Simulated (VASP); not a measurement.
A run of VASP 6.6.1 is set up as follows.

Contents of INCAR:

```
PREC = Accurate
ENCUT = 520
EDIFF = 1E-6
ISMEAR = 0
SIGMA = 0.02
LREAL = F
LASPH = T
NELM = 100
ALGO = Normal
ISIF = 2
LWAVE = F
LCHARG = T
LELF = T
LVHAR = T
NBANDS = 32
```

The input KPOINTS:

```
regular mesh
0
Gamma
  12 12 12
```

File POSCAR:

```
Bi2TeSe2
1.0
    2.1158631425      1.2215941549      9.6631341639
   -2.1158631425      1.2215941549      9.6631341639
    0.0000000000     -2.4431883097      9.6631341640
Bi Te Se
2 1 2
Direct
    0.4060507033      0.4060507033      0.4060507033
    0.5939492967      0.5939492967      0.5939492967
    0.0000000000      0.0000000000      0.0000000000
    0.2081675755      0.2081675755      0.2081675755
    0.7918324245      0.7918324245      0.7918324245
```

Potentials or basis: VASP PAW LDA potentials, release 64 (Bi_d, Te, Se).

Launch:

```sh
$ cat potpaw_LDA.64/Bi_d/POTCAR potpaw_LDA.64/Te/POTCAR potpaw_LDA.64/Se/POTCAR > POTCAR
$ mpirun -np 1 vasp_std > vasp.out
```

Question: Estimate the band gap on the k mesh.

Answer: 0.44 eV.

Question: What does it give for the pressure?

Answer: -1.7 GPa.

Question: Estimate the largest force.

Answer: 0.105 eV/Å.

Stress tensor (GPa, compression positive):
```
-1.62  0.00  0.00
 0.00 -1.62  0.00
 0.00  0.00 -1.75
```

Caveat: spin-orbit coupling is left out, which moves the levels of the heavy elements. LDA gaps usually lie below the measured ones, often by a third to a half.
